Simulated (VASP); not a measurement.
# W16O (a cell with a defect) in VASP: notebook

Runs on W16O (a cell with a defect). Level: PBE. Tasks: single point.

Program: VASP 6.6.1. These are calculated values, not measurements. Logs are shortened: lines on timing, memory, paths and dates and some standing lists are left out, and cuts for length are marked.

### 1 The cell of the first run

The cell holds a defect, 17 atoms: a = 6.320 Å, b = 6.320 Å, c = 6.320 Å, α = 90.00°, β = 90.00°, γ = 90.00°.

### 2 Single point, PBE

INCAR

```
SYSTEM = W16O
PREC = Accurate ; ENCUT = 520
EDIFF = 1E-7 ; ISMEAR = -1
SIGMA = 0.1 ; LREAL = Auto
LASPH = .TRUE. ; NELM = 60
ALGO = Normal ; ISIF = 2
LWAVE = .FALSE. ; LCHARG = .FALSE.
GGA = PE ; NBANDS = 129
```

KPOINTS

```
Automatic mesh
0
G
  2 2 2
  0 0 0
```

POSCAR

```
W16O
1.0
    6.3200000000      0.0000000000      0.0000000000
    0.0000000000      6.3200000000      0.0000000000
    0.0000000000      0.0000000000      6.3200000000
W O
16 1
Direct
    0.0312974684     -0.0427531646      0.0078164557
    0.5389715190     -0.0071360759      0.0069145570
    0.0148734177      0.4915031646      0.0029113924
    0.0148101266      0.0018037975      0.4940506329
    0.2519145570      0.2348417722      0.2030379747
    0.5366772152      0.4871993671      0.0071360759
    0.4920253165     -0.0394462025      0.5103164557
    0.7765506329      0.2356645570      0.2397468354
   -0.0047784810      0.5148417722      0.4736708861
    0.2743987342      0.7381645570      0.2219936709
    0.2655696203      0.2556487342      0.7615031646
    0.4802848101      0.5316297468      0.5048575949
    0.7887183544      0.7528164557      0.2339240506
    0.8005221519      0.2255063291      0.7458069620
    0.2753006329      0.7324683544      0.7739082278
    0.7649841772      0.7638924051      0.7416930380
    0.4733702532      0.2592879747      0.4601898734
```

Potentials or basis: VASP PAW PBE potentials, release 64 (W_sv, O).

The run is started by

```sh
> cat potpaw_PBE.64/W_sv/POTCAR potpaw_PBE.64/O/POTCAR > POTCAR
> mpirun -np 1 vasp_std > vasp.out
```

OUTCAR:

```text
SYSTEM = W16O
   PREC = Accurate
   ENCUT = 520
   EDIFF = 1E-7
   ISMEAR = -1
   LREAL = Auto
   LASPH = .TRUE.
   NELM = 60
   ISIF = 2
   GGA = PE

 ion  position               nearest neighbor table
   1  0.031  0.957  0.008-  13 2.46  10 2.47   5 2.56  15 2.57  16 2.67  14 2.78   8 2.80  11 2.86
                             3 2.95   4 3.09   2 3.12   2 3.22   4 3.26   3 3.38
   2  0.539  0.993  0.007-   8 2.60  13 2.62  16 2.64   5 2.68  10 2.69  14 2.76  15 2.77  11 2.85
                             1 3.12   6 3.12   7 3.16   6 3.20   7 3.20   1 3.22
   3  0.015  0.492  0.003-   5 2.54  13 2.63  10 2.65  11 2.66  15 2.67   8 2.67  14 2.70  16 2.86
                             1 2.95   9 2.98   6 3.02   6 3.30   9 3.35   1 3.38
   4  0.015  0.002  0.494-  14 2.52   8 2.65  16 2.68  13 2.69   5 2.79  11 2.82  10 2.90  15 2.96
                             7 3.03   9 3.08   1 3.09   9 3.25   1 3.26   7 3.32
   5  0.252  0.235  0.203-  17 2.15   3 2.54   1 2.56   2 2.68   6 2.70   4 2.79  11 2.79   9 2.95
                             7 3.01   8 3.01  12 3.04  10 3.14  10 3.19   8 3.32
   6  0.537  0.487  0.007-   8 2.64  10 2.67  15 2.70   5 2.70  13 2.72  11 2.74  16 2.82  14 2.87
                             3 3.02   2 3.12  12 3.18   2 3.20  12 3.21   3 3.30
   7  0.492  0.961  0.510-  17 1.92  16 2.58  15 2.59  10 2.68  12 2.71  11 2.84  13 2.88  14 2.97
                             5 3.01   4 3.03   8 3.03   2 3.16   2 3.20   4 3.32
   8  0.777  0.236  0.240-  17 2.37   2 2.60   6 2.64   4 2.65   3 2.67   9 2.68   1 2.80   5 3.01
                             7 3.03  13 3.05  14 3.13  12 3.13  14 3.20  13 3.27   5 3.32
   9  0.995  0.515  0.474-  13 2.50   8 2.68  16 2.73  10 2.76  14 2.80  15 2.94   5 2.95   3 2.98
                            11 2.99  12 3.07   4 3.08   4 3.25  12 3.26   3 3.35
  10  0.274  0.738  0.222-   1 2.47  12 2.57   3 2.65   6 2.67   7 2.68   2 2.69   9 2.76  15 2.83
                             4 2.90  13 3.07   5 3.14   5 3.19  13 3.25  15 3.49
  11  0.266  0.256  0.762-  17 2.31   3 2.66   6 2.74  12 2.74   5 2.79   4 2.82   7 2.84   2 2.85
                             1 2.86  14 2.95   9 2.99  15 3.02  15 3.31  14 3.39
  12  0.480  0.532  0.505-  17 1.74  15 2.49  10 2.57   7 2.71  11 2.74  16 2.76  13 2.95   5 3.04
                             9 3.07   8 3.13   6 3.18  14 3.19   6 3.21   9 3.26
  13  0.789  0.753  0.234-   1 2.46   9 2.50   2 2.62   3 2.63   4 2.69   6 2.72   7 2.88  12 2.95
                             8 3.05  10 3.07  16 3.12  16 3.21  10 3.25   8 3.27
  14  0.801  0.226  0.746-   4 2.52   3 2.70   2 2.76   1 2.78   9 2.80   6 2.87  16 2.93  11 2.95
                             7 2.97   8 3.13  12 3.19   8 3.20  11 3.39  16 3.41
  15  0.275  0.732  0.774-  12 2.49   1 2.57   7 2.59   3 2.67   6 2.70   2 2.77  10 2.83   9 2.94
                             4 2.96  11 3.02  16 3.11  16 3.24  11 3.31  10 3.49
  16  0.765  0.764  0.742-   7 2.58   2 2.64   1 2.67   4 2.68   9 2.73  12 2.76   6 2.82   3 2.86
                            14 2.93  15 3.11  13 3.12  13 3.21  15 3.24  14 3.41
  17  0.473  0.259  0.460-  12 1.74   7 1.92   5 2.15  11 2.31   8 2.37

  LATTYP: Found a simple cubic cell.
 ALAT       =     6.3200000000

  Lattice vectors:

 A1 = (   6.3200000000,   0.0000000000,   0.0000000000)
 A2 = (   0.0000000000,   6.3200000000,   0.0000000000)
 A3 = (   0.0000000000,   0.0000000000,   6.3200000000)

Analysis of symmetry for initial positions (statically):
=====================================================================
 Subroutine PRICEL returns:
 Original cell was already a primitive cell.

 Routine SETGRP: Setting up the symmetry group for a
 simple cubic supercell.

 Subroutine GETGRP returns: Found  1 space group operations
 (whereof  1 operations were pure point group operations)
 out of a pool of 48 trial point group operations.

The static configuration has the point symmetry C_1 .

Analysis of symmetry for dynamics (positions and initial velocities):
=====================================================================
 Subroutine PRICEL returns:
 Original cell was already a primitive cell.

 Routine SETGRP: Setting up the symmetry group for a
 simple cubic supercell.

 Subroutine GETGRP returns: Found  1 space group operations
 (whereof  1 operations were pure point group operations)
 out of a pool of 48 trial point group operations.

The dynamic configuration has the point symmetry C_1 .

 Subroutine INISYM returns: Found  1 space group operations
 (whereof  1 operations are pure point group operations),
 and found     1 'primitive' translations

----------------------------------------------------------------------------------------

                                     Primitive cell
[... 61 lines left out ...]
     0.079113924  0.000000000  0.000000000     0.500000000  0.000000000  0.000000000
     0.000000000  0.079113924  0.000000000     0.000000000  0.500000000  0.000000000
     0.000000000  0.000000000  0.079113924     0.000000000  0.000000000  0.500000000

  Length of vectors
     0.079113924  0.079113924  0.079113924

  Shift w.r.t. Gamma in fractional coordinates (k-lattice)
     0.000000000  0.000000000  0.000000000

 Subroutine IBZKPT returns following result:
 ===========================================

 Found      8 irreducible k-points:

 Following reciprocal coordinates:
            Coordinates               Weight
  0.000000  0.000000  0.000000      1.000000
  0.500000  0.000000  0.000000      1.000000
  0.000000  0.500000  0.000000      1.000000
  0.000000  0.000000  0.500000      1.000000
  0.500000  0.500000  0.000000      1.000000
  0.000000  0.500000  0.500000      1.000000
  0.500000  0.000000  0.500000      1.000000
  0.500000  0.500000  0.500000      1.000000
   k-points           NKPTS =      8   k-points in BZ     NKDIM =      8   number of bands    NBANDS=    129
   number of dos      NEDOS =    301   number of ions     NIONS =     17
   total plane-waves  NPLWV = 110592
   dimension x,y,z NGX =    48 NGY =   48 NGZ =   48
   dimension x,y,z NGXF=    96 NGYF=   96 NGZF=   96
   ions per type =              16   1
   NGX,Y,Z   is equivalent  to a cutoff of  12.63, 12.63, 12.63 a.u.
   NGXF,Y,Z  is equivalent  to a cutoff of  25.25, 25.25, 25.25 a.u.
 SYSTEM =  W16O
   PREC   = accura    normal or accurate (medium, high low for compatibility)
   ISTART =      0    job   : 0-new  1-cont  2-samecut
   ICHARG =      2    charge: 1-file 2-atom 10-const
   ISPIN  =      1    spin polarized calculation?
   LNONCOLLINEAR =      F non collinear calculations
   LSORBIT =      F    spin-orbit coupling
   LASPH  =      T    aspherical Exc in radial PAW
   ENCUT  =  520.0 eV  38.22 Ry    6.18 a.u.  11.75 11.75 11.75*2*pi/ulx,y,z
   NELM   =     60;   NELMIN=  2; NELMDL= -5     # of ELM steps
   EDIFF  = 0.1E-06   stopping-criterion for ELM
   LREAL  =      T    real-space projection
   EDIFFG = 0.1E-05   stopping-criterion for IOM
   NSW    =      0    number of steps for IOM
   IBRION =     -1    ionic relax: 0-MD 1-quasi-New 2-CG
   NFREE  =      0    steps in history (QN), initial steepest desc. (CG)
   ISIF   =      2    stress and relaxation
   ISYM   =      2    0-nonsym 1-usesym 2-fastsym
   POTIM  = 0.5000    time-step for ionic-motion
   TEBEG  =    0.0;   TEEND  =   0.0 temperature during run
   PSTRESS=    0.0 pullay stress
   NELECT =     230.0000    total number of electrons
   NUPDOWN=      -1.0000    fix difference up-down
   EMIN   =  10.00;   EMAX   =-10.00  energy-range for DOS
   EFERMI =   0.00;   METHOD = LEGACY
   ISMEAR =    -1;   SIGMA  =   0.10  broadening in eV -4-tet -1-fermi 0-gaus
   EFERMI_NEDOS =   21; number of points for ismear=-14 and -15
   IALGO  =     38    algorithm
   IMIX   =      4    mixing-type and parameters
     AMIX     =   0.40;   BMIX     =  1.00
     AMIX_MAG =   1.60;   BMIX_MAG =  1.00
  volume/ion in A,a.u.               =      14.85       100.21
  Fermi-wavevector in a.u.,A,eV,Ry     =   1.587086  2.999157 34.270910  2.518841
  Thomas-Fermi vector in A             =   2.686297
   LORBIT       =      0    0 simple, 1 ext, 2 COOP (PROOUT), +10 PAW based schemes
   GGA     = PE    functional components
   LHFCALC =     F    Hartree Fock is set to
   AEXX    =    0.0000 exact exchange contribution
   IVDW    =     0    specifies the selected vdW correction
   LEPSILON=     F    determine dielectric tensor
   LRPA    =     F    only Hartree local field effects (RPA)
 non-spin polarized calculation
  energy-cutoff  :      520.00
  volume of cell :      252.44
 maximum number of plane-waves:      6859
 NGX is ok and might be reduce to    48
   NGX = 23   NGY = 23   NGZ = 23

 number of electron     230.0000010 magnetization

 Free energy of the ion-electron system (eV)
  ---------------------------------------------------
  ext. energy  EPLUGINS =         0.00000000
  ---------------------------------------------------
  free energy    TOTEN  =      -206.81145217 eV

  energy without entropy =     -206.58013085  energy(sigma->0) =     -206.69579151

 E-fermi :  11.7779     XC(G=0): -13.7459

 val. band max:       11.7525799497   @ k =   0.0000   0.5000   0.5000
 cond. band min:      11.7973242948   @ k =   0.0000   0.0000   0.5000
 fundamental gap:      0.0447443452
 Fermi energy:        11.7779288796

 k-point     1 :       0.0000    0.0000    0.0000
  band No.  band energies     occupation
      1     -62.4727      2.00000
      2     -62.3527      2.00000
      3     -62.2962      2.00000
      4     -62.2798      2.00000
      5     -62.2550      2.00000
      6     -62.1423      2.00000
[... 1029 lines left out ...]
    126      13.9044      0.00000
    127      13.9544      0.00000
 [bands above 127 left out]

------------------------ aborting loop because EDIFF is reached ----------------------------------------

  FORCE on cell =-STRESS in cart. coord.  units (eV):
  Direction    XX          YY          ZZ          XY          YZ          ZX
  --------------------------------------------------------------------------------------
  -------------------------------------------------------------------------------------
  Total       29.2483239     58.2190359     36.6944347     -2.1198973      0.2039034      2.2217332
  in kB      185.6352004    369.5084353    232.8946696    -13.4547047      1.2941479     14.1010433
  external PRESSURE =     262.6794351 kB  Pullay stress =       0.0000000 kB

 VOLUME and BASIS-vectors are now :
 -----------------------------------------------------------------------------
  energy-cutoff  :      520.00
  volume of cell :      252.44
      direct lattice vectors                 reciprocal lattice vectors
     6.320000000  0.000000000  0.000000000     0.158227848  0.000000000  0.000000000
     0.000000000  6.320000000  0.000000000     0.000000000  0.158227848  0.000000000
     0.000000000  0.000000000  6.320000000     0.000000000  0.000000000  0.158227848

 POSITION                                       TOTAL-FORCE (eV/Angst)
 -----------------------------------------------------------------------------------
      0.19780      6.04980      0.04940        -1.280937      4.486912     -3.176438
      3.40630      6.27490      0.04370        -1.156267     -0.030452     -1.663499
      0.09400      3.10630      0.01840        -0.628066     -0.758540     -2.359082
      0.09360      0.01140      3.12240         1.231434     -1.084092      0.380856
      1.59210      1.48420      1.28320         1.502171      0.594848      3.448343
      3.39180      3.07910      0.04510        -0.135628      0.204408     -1.816926
[... 9 lines left out ...]
      4.83470      4.82780      4.68750         1.080184     -3.338521      0.231880
      2.99170      1.63870      2.90840        -0.628291     -5.770845     -0.516534
 -----------------------------------------------------------------------------------
    total drift:                                0.000731     -0.002555     -0.002605

  FREE ENERGIE OF THE ION-ELECTRON SYSTEM (eV)
  ---------------------------------------------------
  free  energy   TOTEN  =      -206.8114521705 eV

  energy  without entropy=     -206.5801308504  energy(sigma->0) =     -206.69579151
```

Wall time 14 min (1 thread of Intel Xeon 8259CL, shared host); peak memory 0.43 GiB.

Results:

```
Free energy            : -206.8115 eV
Pressure               : 26.3 GPa
Largest force          : 5.828 eV/Å
Band gap on the k mesh : zero (bands 115 and 116 overlap by 0.71 eV)
```

Forces on the atoms (eV/Å):
```
W   -1.281  4.487 -3.176
W   -1.156 -0.030 -1.663
W   -0.628 -0.759 -2.359
W    1.231 -1.084  0.381
W    1.502  0.595  3.448
W   -0.136  0.204 -1.817
W    0.868  0.972 -0.936
W    0.056  0.906  0.612
W    1.902 -1.849  2.839
W    0.382  0.062  3.246
W   -0.171 -1.256 -0.851
W    3.449  4.689 -0.075
W   -3.202 -1.340  1.885
W   -1.681  2.378  0.657
W   -1.587  1.134 -1.906
W    1.080 -3.339  0.232
O   -0.628 -5.771 -0.517
```

Stress tensor (GPa, compression positive):
```
18.56 -1.35  1.41
-1.35 36.95  0.13
 1.41  0.13 23.29
```

Caveat: the k points lie up to 0.50 Å⁻¹ apart, too coarse for converged energies and pressures of a metal; the atoms stand as in a frame of molecular dynamics; spin-orbit coupling is left out, which moves the levels of the heavy elements.

### 3 Single point, PBE

INCAR

```
ALGO = Normal
EDIFF = 1E-7
ENCUT = 520
GGA = PE
ISIF = 2
ISMEAR = -1
LASPH = T
LCHARG = F
LREAL = Auto
LWAVE = F
NBANDS = 129
NELM = 80
PREC = Accurate
SIGMA = 0.1
```

KPOINTS

```
k-points
0
Gamma
  2 2 2
```

POSCAR

```
W16O
1.0
    6.3200000000      0.0000000000      0.0000000000
    0.0000000000      6.3200000000      0.0000000000
    0.0000000000      0.0000000000      6.3200000000
W O
16 1
Direct
   -0.0043987342     -0.0033386076     -0.0021677215
    0.5046677215      0.0029272152      0.0002848101
   -0.0082120253      0.5342246835      0.0168196203
   -0.0038449367     -0.0200949367      0.5159018987
    0.2388291139      0.2440981013      0.2574525316
    0.5198734177      0.5027215190      0.0120727848
    0.4612816456     -0.0430063291      0.4894620253
    0.7673101266      0.2271044304      0.2358544304
    0.0243829114      0.4830221519      0.5060443038
    0.2579905063      0.7471202532      0.2321835443
    0.2516613924      0.2560126582      0.7428006329
    0.4793512658      0.5244936709      0.4909335443
    0.7474367089      0.7649050633      0.2580379747
    0.7622626582      0.2512183544      0.7546835443
    0.2554746835      0.7313924051      0.7821202532
    0.7636075949      0.7553797468      0.7492879747
    0.6165348101      0.2293512658      0.4963132911
```

Potentials or basis: VASP PAW PBE potentials, release 64 (W_sv, O).

The run is started by

```sh
> cat potpaw_PBE.64/W_sv/POTCAR potpaw_PBE.64/O/POTCAR > POTCAR
> mpirun -np 1 vasp_std > vasp.out
```

Wall time 8.8 min (1 thread of Intel Xeon Platinum 8259CL at 2.50GHz (Skylake/Cascade Lake), shared host); peak memory 0.43 GiB.

Results (log left out):

```
Free energy            : -208.2584 eV
Pressure               : 23.6 GPa
Largest force          : 4.492 eV/Å
Band gap on the k mesh : zero (bands 115 and 116 overlap by 0.46 eV)
```

Forces in eV/Å, atoms in the order of the input:
```
W    2.136  1.375 -0.027
W   -0.656  0.257 -0.672
W    0.701 -4.375 -0.737
W    2.251  0.802 -1.266
W    0.128 -0.173 -1.972
W   -0.854 -1.130 -1.047
W    1.276  2.289  2.207
W    0.090  2.451 -0.915
W   -2.235  1.988 -0.391
W   -2.452  0.080  1.393
W   -0.617 -1.431  2.444
W    2.374 -1.699  1.192
W    0.741 -2.293 -0.317
W    0.746  0.696  2.812
W   -0.293  1.803 -2.701
W   -1.759 -1.396  0.398
O   -1.575  0.757 -0.400
```

Stress tensor (GPa, compression positive):
```
24.65  1.14  0.71
 1.14 22.38  1.45
 0.71  1.45 23.62
```

Levels at points of the mesh, in eV from the Fermi level:
| k point | band 112 | band 113 | band 114 | band 115 | band 116 | band 117 | band 118 | band 119 |
| --- | --- | --- | --- | --- | --- | --- | --- | --- |
| (0.00, 0.00, 0.00) | -0.35 | -0.20 | 0.02 | 0.14 | 0.35 | 0.57 | 0.76 | 0.83 |
| (0.50, 0.00, 0.00) | -0.67 | -0.43 | -0.23 | -0.18 | -0.05 | 0.33 | 0.53 | 0.86 |
| (0.00, 0.50, 0.00) | -0.75 | -0.61 | -0.51 | 0.15 | 0.29 | 0.46 | 0.65 | 0.80 |
| (0.00, 0.00, 0.50) | -0.58 | -0.47 | -0.31 | 0.07 | 0.27 | 0.38 | 0.54 | 0.82 |
| (0.50, 0.50, 0.00) | -0.76 | -0.55 | -0.39 | -0.34 | -0.17 | 0.30 | 0.40 | 0.71 |
| (0.00, 0.50, 0.50) | -1.03 | -0.58 | -0.49 | -0.37 | -0.31 | 0.21 | 0.35 | 0.60 |
| (0.50, 0.00, 0.50) | -0.88 | -0.75 | -0.39 | -0.32 | 0.00 | 0.23 | 0.40 | 0.70 |
| (0.50, 0.50, 0.50) | -2.10 | -0.91 | -0.65 | -0.44 | 1.03 | 1.31 | 1.46 | 1.56 |

Caveat: the k points lie up to 0.50 Å⁻¹ apart; spin-orbit coupling is left out, which moves the levels of the heavy elements.
